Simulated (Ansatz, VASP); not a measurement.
## Two plane-wave programs on BeS

```xyz
2
Lattice="0.0000 2.4352 2.4352 2.4352 0.0000 2.4352 2.4352 2.4352 0.0000" Properties=species:S:1:pos:R:3 pbc="T T T"
Be    0.0000    0.0000    0.0000
S     3.6527    3.6527    3.6527
```

Alike in both runs: task single point; functional PBE; k mesh 2 × 2 × 2; no spin polarisation.

```csv
,VASP,Ansatz
version,VASP 6.6.1,Ansatz 0.2.0
potentials or method,"VASP PAW PBE potentials, release 64 (Be, S), cutoff 520 eV","scalar-relativistic, plane waves, PAW"
occupations,"gaussian, width 0.01 eV",fixed
valence electrons in the cell,8,8
```

```tsv
	VASP	Ansatz	Ansatz less VASP
gap on the k mesh at the Fermi level (eV)	2.96	2.96	+0.003
least direct gap on the mesh (eV)	5.47	5.46	-0.011
pressure (GPa)	11.2	11.1	-0.06
```

Ansatz's warnings: stress scf threshold loose.

The k mesh is coarse, so the values compare programs but aren't converged.
